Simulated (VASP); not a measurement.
MgO:

```
Mg O
1.0
     3.48638    0.00000    0.00000
    -1.74319    3.01929    0.00000
     0.00000    0.00000    4.17804
Mg O
2 2
Cartesian
  1.7432 1.0064 3.1335
  0.0000 2.0129 1.0445
  1.7432 1.0064 1.0445
  0.0000 2.0129 3.1335
```

```yaml
Program: VASP 6.6.1
Task: relaxation of cell and atoms
Functional: PBE
Potentials_or_basis: VASP PAW PBE potentials, release 64 (Mg, O)
Cutoff: 600 eV
k_mesh: 12 × 12 × 6
Occupations: fermi-dirac, width 0.02 eV
Spin: no spin polarisation
```

At the start: pressure 3.9 GPa; volume 10.99 Å³/atom.

Q: Where does the relaxation end?

A: Over 11 steps the energy falls by 3.8 meV/atom and the volume is 11.31 Å³/atom (+2.9 %); space group P6_3/mmc (No. 194, to 0.05 Å).

Step by step:
| step | energy change (eV) | largest force (eV/Å) | pressure (GPa) | volume (Å³) |
| --- | --- | --- | --- | --- |
| 1 | 0.0000 | 0.0000 | 3.87 | 43.98 |
| 2 | -0.0136 | 0.0000 | -1.18 | 45.69 |
| 3 | -0.0152 | 0.0000 | 0.01 | 45.26 |
| 4 | -0.0152 | 0.0000 | -0.08 | 45.29 |
| 5 | -0.0152 | 0.0000 | 0.02 | 45.25 |
| 6 | -0.0152 | 0.0000 | 0.05 | 45.24 |
| 7 | -0.0152 | 0.0000 | 0.10 | 45.22 |
| 8 | -0.0152 | 0.0000 | 0.07 | 45.24 |
| 9 | -0.0152 | 0.0000 | 0.06 | 45.24 |
| 10 | -0.0152 | 0.0000 | 0.05 | 45.24 |
| 11 | -0.0153 | 0.0000 | 0.01 | 45.26 |

Final structure:
```
Mg O
1.0
     3.51535    0.00000    0.00000
    -1.75768    3.04438    0.00000
     0.00000    0.00000    4.22875
Mg O
2 2
Cartesian
  1.7577 1.0148 3.1716
  0.0000 2.0296 1.0572
  1.7577 1.0148 1.0572
  0.0000 2.0296 3.1716
```
